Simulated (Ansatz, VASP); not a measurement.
**Two plane-wave programs on Ge**

Contents of INCAR:

```
SYSTEM = Ge
PREC     = Accurate       ! precision mode
ENCUT    = 520            ! plane-wave cutoff, eV
EDIFF    = 1E-6           ! SCF threshold, eV
ISMEAR   = 0              ! smearing method
SIGMA    = 0.15           ! smearing width, eV
LREAL    = .FALSE.        ! projectors in reciprocal space
LASPH    = .TRUE.         ! aspherical terms in the spheres
NELM     = 60             ! most SCF steps
ALGO     = Normal         ! electronic algorithm
ISIF     = 2              ! what is computed and relaxed
LWAVE    = .FALSE.        ! write WAVECAR
LCHARG   = .FALSE.        ! write CHGCAR
GGA      = PE             ! functional
NBANDS   = 13             ! bands
```

KPOINTS

```
Automatic mesh
0
G
  20 20 18
  0 0 0
```

The input POSCAR:

```
Ge
1.0
    1.3622202750     -2.5355031000      0.0000000000
    1.3622202750      2.5355031000      0.0000000000
    0.0000000000      0.0000000000      2.7656867750
Ge
1
Direct
    0.5000000000      0.5000000000      0.0000000000
```

Input for Ansatz:

```yaml
crystal:
  lattice:
    - [1.362220275, -2.5355031, 0.0]
    - [1.362220275, 2.5355031, 0.0]
    - [0.0, 0.0, 2.765686775]
  atoms:
    - { symbol: Ge, position: [0.5, 0.5, 0.0] }
basis:
  ecutwfc: 420
kpoints:
  mp_grid: { grid: [20, 20, 18] }
hamiltonian:
  xc: pbe
scf:
  occupations: { method: gaussian, width: 0.15 }
output:
  forces: true
  stress: true
  eigenvalues: true
```

Change from the starting cell: strain -0.025 along x and y, +0.025 along z, atoms carried along.

Alike in both runs: task single point; functional PBE; k mesh 20 × 20 × 18; occupations gaussian, width 0.15 eV; no spin polarisation.

|  | VASP | Ansatz |
| --- | --- | --- |
| version | VASP 6.6.1 | Ansatz 0.2.0 |
| potentials or method | VASP PAW PBE potentials, release 64 (Ge_d), cutoff 520 eV | scalar-relativistic, plane waves, PAW |
| valence electrons in the cell | 14 | 14 |

```csv
,VASP,Ansatz,Ansatz less VASP
gap on the k mesh at the Fermi level (eV),none,none,-
pressure (GPa),1.3,1.4,+0.12
"traceless stress, the component that is largest in VASP (GPa)",-5.49,-5.47,+0.019
```

A gap of «none» marks a metal or a gap that the smearing closes.
